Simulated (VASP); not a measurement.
# MgS (Fm-3m) in VASP: notebook

Runs on MgS. Level: r2SCAN. Tasks: single point.

All numbers are computed with VASP 6.6.1; they aren't measurements. Logs are shortened: lines on timing, memory, paths and dates and some standing lists are left out, and cuts for length are marked.

**1. The cell of the first run**

Symmetry: Fm-3m, No. 225, cubic system. Conventional cell: a = 5.177 Å, b = 5.177 Å, c = 5.177 Å, α = 90.00°, β = 90.00°, γ = 90.00°. Mg (site symmetry m-3m) has 6 S at 2.59 Å within 3.4 Å. S (site symmetry m-3m) has 6 Mg at 2.59 Å within 3.4 Å.

**2. Single point, r2SCAN**

Contents of POSCAR:

```
MgS
1.0
    0.0000000000      2.5886417500      2.5886417500
    2.5886417500      0.0000000000      2.5886417500
    2.5886417500      2.5886417500      0.0000000000
Mg S
1 1
Direct
    0.0000000000      0.0000000000      0.0000000000
    0.5000000000      0.5000000000      0.5000000000
```

Contents of INCAR.step1:

```
  PREC = Accurate
  ENCUT = 660
  ISMEAR = 0
  SIGMA = 0.01
  LREAL = F
  LASPH = T
  NELM = 120
  NBANDS = 11
  GGA = PE
  ALGO = Normal
  EDIFF = 1E-5
  LWAVE = T
  LCHARG = F
  GGA_COMPAT = F
```

Contents of INCAR.step2:

```
  PREC = Accurate
  ENCUT = 660
  EDIFF = 1E-6
  ISMEAR = 0
  SIGMA = 0.01
  LREAL = F
  LASPH = T
  NELM = 120
  ALGO = Normal
  ISIF = 2
  LWAVE = F
  LCHARG = F
  METAGGA = R2SCAN
  LMIXTAU = T
  NBANDS = 11
  ISTART = 1
  GGA_COMPAT = F
```

Contents of KPOINTS:

```
Automatic mesh
0
Gamma
  8 8 8
```

Potentials or basis: VASP PAW PBE potentials, release 64 (Mg, S).

Run with:

```
cat potpaw_PBE.64/Mg/POTCAR potpaw_PBE.64/S/POTCAR > POTCAR
cp INCAR.step1 INCAR
mpirun -np 1 vasp_std > vasp.out
cp INCAR.step2 INCAR
mpirun -np 1 vasp_std > vasp.out
```

OUTCAR:

```text
PREC = Accurate
   ENCUT = 660
   EDIFF = 1E-6
   ISMEAR = 0
   LREAL = F
   LASPH = T
   NELM = 120
   ISIF = 2
   METAGGA = R2SCAN
   ISTART = 1

 ion  position               nearest neighbor table
   1  0.000  0.000  0.000-   2 2.59   2 2.59   2 2.59   2 2.59   2 2.59   2 2.59
   2  0.500  0.500  0.500-   1 2.59   1 2.59   1 2.59   1 2.59   1 2.59   1 2.59

  LATTYP: Found a face centered cubic cell.
 ALAT       =     5.1772835000

  Lattice vectors:

 A1 = (   0.0000000000,   2.5886417500,   2.5886417500)
 A2 = (   2.5886417500,   0.0000000000,   2.5886417500)
 A3 = (   2.5886417500,   2.5886417500,   0.0000000000)

Analysis of symmetry for initial positions (statically):
=====================================================================
 Subroutine PRICEL returns:
 Original cell was already a primitive cell.

 Routine SETGRP: Setting up the symmetry group for a
 face centered cubic supercell.

 Subroutine GETGRP returns: Found 48 space group operations
 (whereof 48 operations were pure point group operations)
 out of a pool of 48 trial point group operations.

The static configuration has the point symmetry O_h .

Analysis of symmetry for dynamics (positions and initial velocities):
=====================================================================
 Subroutine PRICEL returns:
 Original cell was already a primitive cell.

 Routine SETGRP: Setting up the symmetry group for a
 face centered cubic supercell.

 Subroutine GETGRP returns: Found 48 space group operations
 (whereof 48 operations were pure point group operations)
 out of a pool of 48 trial point group operations.

The dynamic configuration has the point symmetry O_h .

 Subroutine INISYM returns: Found 48 space group operations
 (whereof 48 operations are pure point group operations),
 and found     1 'primitive' translations

----------------------------------------------------------------------------------------

                                     Primitive cell

  volume of cell :      34.6933

  direct lattice vectors                    reciprocal lattice vectors
     0.000000000  2.588641750  2.588641750    -0.193151486  0.193151486  0.193151486
     2.588641750  0.000000000  2.588641750     0.193151486 -0.193151486  0.193151486
     2.588641750  2.588641750  0.000000000     0.193151486  0.193151486 -0.193151486

  length of vectors
     3.660892271  3.660892271  3.660892271     0.334548187  0.334548187  0.334548187

  position of ions in fractional coordinates (direct lattice)
     0.000000000  0.000000000  0.000000000
     0.500000000  0.500000000  0.500000000

  ion indices of the primitive-cell ions
   primitive index   ion index
                 1           1
                 2           2

----------------------------------------------------------------------------------------

 KPOINTS: Automatic mesh

Automatic generation of k-mesh.
 Grid dimensions read from file:
 generate k-points for:    8    8    8

 Generating k-lattice:

  Cartesian coordinates                     Fractional coordinates (reciprocal lattice)
    -0.024143936  0.024143936  0.024143936     0.125000000  0.000000000  0.000000000
     0.024143936 -0.024143936  0.024143936     0.000000000  0.125000000  0.000000000
     0.024143936  0.024143936 -0.024143936     0.000000000  0.000000000  0.125000000

  Length of vectors
     0.041818523  0.041818523  0.041818523

  Shift w.r.t. Gamma in fractional coordinates (k-lattice)
     0.000000000  0.000000000  0.000000000

 Subroutine IBZKPT returns following result:
 ===========================================

 Found     29 irreducible k-points:

 Following reciprocal coordinates:
            Coordinates               Weight
  0.000000  0.000000  0.000000      1.000000
  0.125000  0.000000  0.000000      8.000000
  0.250000  0.000000  0.000000      8.000000
  0.375000  0.000000  0.000000      8.000000
  0.500000  0.000000  0.000000      4.000000
  0.125000  0.125000  0.000000      6.000000
[... 16 lines left out ...]
  0.500000  0.250000  0.125000     48.000000
 -0.375000  0.250000  0.125000     24.000000
 [... further k-points ...]
   k-points           NKPTS =     29   k-points in BZ     NKDIM =     29   number of bands    NBANDS=     11
   number of dos      NEDOS =    301   number of ions     NIONS =      2
   total plane-waves  NPLWV =  32768
   dimension x,y,z NGX =    32 NGY =   32 NGZ =   32
   dimension x,y,z NGXF=    64 NGYF=   64 NGZF=   64
   ions per type =               1   1
   NGX,Y,Z   is equivalent  to a cutoff of  14.53, 14.53, 14.53 a.u.
   NGXF,Y,Z  is equivalent  to a cutoff of  29.06, 29.06, 29.06 a.u.
 SYSTEM =  unknown system
   PREC   = accura    normal or accurate (medium, high low for compatibility)
   ISTART =      1    job   : 0-new  1-cont  2-samecut
   ICHARG =      0    charge: 1-file 2-atom 10-const
   ISPIN  =      1    spin polarized calculation?
   LNONCOLLINEAR =      F non collinear calculations
   LSORBIT =      F    spin-orbit coupling
   LASPH  =      T    aspherical Exc in radial PAW
   ENCUT  =  660.0 eV  48.51 Ry    6.96 a.u.   7.67  7.67  7.67*2*pi/ulx,y,z
   NELM   =    120;   NELMIN=  2; NELMDL=  0     # of ELM steps
   EDIFF  = 0.1E-05   stopping-criterion for ELM
   LREAL  =      F    real-space projection
   EDIFFG = 0.1E-04   stopping-criterion for IOM
   NSW    =      0    number of steps for IOM
   IBRION =     -1    ionic relax: 0-MD 1-quasi-New 2-CG
   NFREE  =      0    steps in history (QN), initial steepest desc. (CG)
   ISIF   =      2    stress and relaxation
   ISYM   =      2    0-nonsym 1-usesym 2-fastsym
   POTIM  = 0.5000    time-step for ionic-motion
   TEBEG  =    0.0;   TEEND  =   0.0 temperature during run
   PSTRESS=    0.0 pullay stress
   NELECT =       8.0000    total number of electrons
   NUPDOWN=      -1.0000    fix difference up-down
   EMIN   =  10.00;   EMAX   =-10.00  energy-range for DOS
   EFERMI =   0.00;   METHOD = LEGACY
   ISMEAR =     0;   SIGMA  =   0.01  broadening in eV -4-tet -1-fermi 0-gaus
   EFERMI_NEDOS =   21; number of points for ismear=-14 and -15
   IALGO  =     38    algorithm
   IMIX   =      4    mixing-type and parameters
     AMIX     =   0.40;   BMIX     =  1.00
     AMIX_MAG =   1.60;   BMIX_MAG =  1.00
  volume/ion in A,a.u.               =      17.35       117.06
  Fermi-wavevector in a.u.,A,eV,Ry     =   1.003898  1.897092 13.712101  1.007811
  Thomas-Fermi vector in A             =   2.136479
   LORBIT       =      0    0 simple, 1 ext, 2 COOP (PROOUT), +10 PAW based schemes
   METAGGA = R2SCAN    functional components
   LHFCALC =     F    Hartree Fock is set to
   AEXX    =    0.0000 exact exchange contribution
   IVDW    =     0    specifies the selected vdW correction
   LEPSILON=     F    determine dielectric tensor
   LRPA    =     F    only Hartree local field effects (RPA)
 non-spin polarized calculation
 Gauss-broadening in eV      SIGMA  =   0.01
  energy-cutoff  :      660.00
  volume of cell :       34.69
 maximum number of plane-waves:      1363
   NGX = 15   NGY = 15   NGZ = 15

 number of electron       8.0000001 magnetization

 Free energy of the ion-electron system (eV)
  ---------------------------------------------------
  ext. energy  EPLUGINS =         0.00000000
  ---------------------------------------------------
  free energy    TOTEN  =       -15.51082948 eV

  energy without entropy =      -15.51082948  energy(sigma->0) =      -15.51082948

 E-fermi :   3.6966     XC(G=0): -10.1568

 val. band max:        3.6277110896   @ k =   0.0000   0.0000   0.0000
 cond. band min:       7.0936280664   @ k =   0.5000   0.5000   0.0000
 fundamental gap:      3.4659169768
 Fermi energy:         3.6966161437

 k-point     1 :       0.0000    0.0000    0.0000
  band No.  band energies     occupation
      1      -9.6442      2.00000
      2       3.6277      2.00000
      3       3.6277      2.00000
      4       3.6277      2.00000
      5       8.3700      0.00000
      6      12.1473      0.00000
      7      12.1473      0.00000
      8      12.1473      0.00000
      9      14.5857      0.00000
     10      14.5857      0.00000
     11      17.2136      0.00000

 k-point     2 :       0.1250    0.0000    0.0000
  band No.  band energies     occupation
      1      -9.4853      2.00000
      2       2.6033      2.00000
      3       3.5188      2.00000
      4       3.5188      2.00000
      5       9.1183      0.00000
      6      11.8931      0.00000
      7      12.4168      0.00000
      8      12.4168      0.00000
      9      14.0086      0.00000
     10      14.0086      0.00000
     11      17.5307      0.00000

 k-point     3 :       0.2500    0.0000    0.0000
  band No.  band energies     occupation
      1      -9.0557      2.00000
      2       0.7902      2.00000
      3       3.2807      2.00000
      4       3.2807      2.00000
      5       9.3899      0.00000
      6      12.0711      0.00000
      7      12.0711      0.00000
      8      12.8486      0.00000
      9      14.6253      0.00000
     10      14.6253      0.00000
     11      16.7051      0.00000

 k-point     4 :       0.3750    0.0000    0.0000
  band No.  band energies     occupation
      1      -8.5322      2.00000
      2      -0.7231      2.00000
      3       3.0702      2.00000
      4       3.0702      2.00000
      5       9.0259      0.00000
      6      11.3992      0.00000
      7      11.3992      0.00000
      8      14.6103      0.00000
      9      16.3293      0.00000
     10      16.6782      0.00000
     11      16.6782      0.00000

 k-point     5 :       0.5000    0.0000    0.0000
  band No.  band energies     occupation
      1      -8.2727      2.00000
      2      -1.3313      2.00000
      3       2.9896      2.00000
      4       2.9896      2.00000
      5       8.8666      0.00000
      6      11.1476      0.00000
      7      11.1476      0.00000
      8      15.0338      0.00000
      9      16.9543      0.00000
     10      18.7785      0.00000
     11      18.7785      0.00000
[... 211 lines left out ...]
 k-point    21 :       0.5000    0.5000    0.0000
  band No.  band energies     occupation
      1      -7.8754      2.00000
      2      -0.7248      2.00000
      3       1.8645      2.00000
      4       1.8645      2.00000
      5       7.0936      0.00000
      6       8.5068      0.00000
      7      16.9277      0.00000
      8      17.1585      0.00000
      9      18.3287      0.00000
     10      18.3287      0.00000
     11      20.3053      0.00000

 k-point    22 :       0.3750    0.2500    0.1250
  band No.  band energies     occupation
      1      -8.7189      2.00000
      2       0.5140      2.00000
      3       2.1174      2.00000
      4       2.9150      2.00000
      5      10.2118      0.00000
      6      10.7043      0.00000
      7      11.5058      0.00000
      8      13.6462      0.00000
      9      14.4991      0.00000
     10      17.4882      0.00000
     11      19.7874      0.00000

 k-point    23 :       0.5000    0.2500    0.1250
  band No.  band energies     occupation
      1      -8.2759      2.00000
      2      -0.3768      2.00000
      3       1.5638      2.00000
      4       2.5912      2.00000
      5       9.9482      0.00000
      6      10.7165      0.00000
      7      12.1595      0.00000
      8      13.4629      0.00000
      9      16.2104      0.00000
     10      19.0143      0.00000
     11      19.7479      0.00000

 k-point    24 :      -0.3750    0.2500    0.1250
  band No.  band energies     occupation
      1      -8.0642      2.00000
      2      -0.7935      2.00000
      3       1.4169      2.00000
      4       2.4255      2.00000
      5       9.8832      0.00000
      6      10.4348      0.00000
      7      12.7753      0.00000
      8      13.9283      0.00000
      9      16.8174      0.00000
     10      18.1557      0.00000
     11      20.1744      0.00000

 [... further k-points ...]
[... 5 lines left out ...]
  --------------------------------------------------------------------------------------
  -------------------------------------------------------------------------------------
  Total        0.1658063      0.1658063      0.1658063      0.0000000     -0.0000000      0.0000000
  in kB        7.6571266      7.6571266      7.6571266      0.0000000     -0.0000000      0.0000000
  external PRESSURE =       7.6571266 kB  Pullay stress =       0.0000000 kB

 VOLUME and BASIS-vectors are now :
 -----------------------------------------------------------------------------
  energy-cutoff  :      660.00
  volume of cell :       34.69
      direct lattice vectors                 reciprocal lattice vectors
     0.000000000  2.588641750  2.588641750    -0.193151486  0.193151486  0.193151486
     2.588641750  0.000000000  2.588641750     0.193151486 -0.193151486  0.193151486
     2.588641750  2.588641750  0.000000000     0.193151486  0.193151486 -0.193151486

 POSITION                                       TOTAL-FORCE (eV/Angst)
 -----------------------------------------------------------------------------------
      0.00000      0.00000      0.00000         0.000000     -0.000000     -0.000000
      2.58864      2.58864      2.58864        -0.000000      0.000000      0.000000
 -----------------------------------------------------------------------------------
    total drift:                               -0.000000     -0.000000      0.000000

  FREE ENERGIE OF THE ION-ELECTRON SYSTEM (eV)
  ---------------------------------------------------
  free  energy   TOTEN  =       -15.5108294840 eV

  energy  without entropy=      -15.5108294840  energy(sigma->0) =      -15.51082948
```

Wall time 38 s (1 thread of Intel Xeon Platinum 8488C (Sapphire Rapids), shared host); peak memory 0.19 GiB.

Results:

| Quantity | Value |
| --- | --- |
| Free energy | -15.5108 eV |
| Pressure | 0.8 GPa |
| Band gap on the k mesh | 3.47 eV (least direct gap 4.74 eV) |

Levels at points of the mesh, in eV from the valence-band top:
| k point | band 1 | band 2 | band 3 | band 4 | band 5 | band 6 | band 7 | band 8 |
| --- | --- | --- | --- | --- | --- | --- | --- | --- |
| (0.00, 0.00, 0.00) | -13.27 | 0.00 | 0.00 | 0.00 | 4.74 | 8.52 | 8.52 | 8.52 |
| (0.50, 0.00, 0.00) | -11.90 | -4.96 | -0.64 | -0.64 | 5.24 | 7.52 | 7.52 | 11.41 |
| (0.50, 0.50, 0.00) | -11.50 | -4.35 | -1.76 | -1.76 | 3.47 | 4.88 | 13.30 | 13.53 |

Caveat: the PAW data sets were made with another functional, which shifts forces and pressure a little.

(Part 1 of 2 ends here.)
